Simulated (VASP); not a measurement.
Runs of VASP 6.6.1 on ScAl3. The structure is that of space group P4/mmm (No. 123), or close to it. The cells are those of the table. 

| cell | further INCAR settings | gap on the mesh (eV) | pressure (GPa) |
| --- | --- | --- | --- |
| a = 4.105, b = 4.105, c = 3.777 Å, 4 atoms | ALGO = Fast; EDIFF = 1e-06; NBANDS = 18 | none | 9.1 |
| a = 3.777, b = 3.777, c = 4.434 Å, 4 atoms | ALGO = Fast; EDIFF = 1e-06; NBANDS = 18 | none | (b) |
| a = 3.941, b = 3.941, c = 4.270 Å, 4 atoms | ALGO = Fast; EDIFF = 1e-06; NBANDS = 18 | none | (a) |
| a = 3.777, b = 3.777, c = 4.105 Å, 4 atoms | ALGO = Fast; EDIFF = 1e-06; NBANDS = 18 | none | 21.0 |
| a = 3.777, b = 3.777, c = 4.270 Å, 4 atoms | ALGO = Fast; EDIFF = 1e-07; NBANDS = 18 | none | 15.7 |

Alike in all rows: task single point; level PBE; potentials or basis VASP PAW PBE potentials, release 64 (Sc_sv, Al); no spin polarisation; k mesh 12 × 12 × 12; cutoff (eV) 520; smearing gaussian 0.15 eV.

Task: Fill in the values left out.

Result: (a) 4.5; (b) 11.9.

A gap of «none» marks levels without a gap at the run's occupations.
